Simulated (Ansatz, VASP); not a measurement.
One calculation of Si, two programs

```xyz
1
Lattice="2.6861 0.0000 0.0000 -1.3430 2.3262 0.0000 0.0000 0.0000 2.3430" Properties=species:S:1:pos:R:3 pbc="T T T"
Si    0.0000    0.0000    0.0000
```

Change from the starting cell: strain +0.025 along x and y, -0.050 along z, atoms carried along.

Alike in both runs: task single point; functional PBE; k mesh 24 × 24 × 20; occupations gaussian, width 0.15 eV; no spin polarisation.

```csv
,VASP,Ansatz
version,VASP 6.6.1,Ansatz 0.2.0
potentials or method,"VASP PAW PBE potentials, release 64 (Si), cutoff 520 eV","scalar-relativistic, plane waves, PAW"
valence electrons in the cell,4,4
```

|  | VASP | Ansatz | Ansatz less VASP |
| --- | --- | --- | --- |
| gap on the k mesh at the Fermi level (eV) | none | none | - |
| pressure (GPa) | 5.5 | 5.6 | +0.07 |
| traceless stress, the component that is largest in VASP (GPa) | 12.76 | 12.81 | +0.044 |

A gap of «none» marks a metal or a gap that the smearing closes.
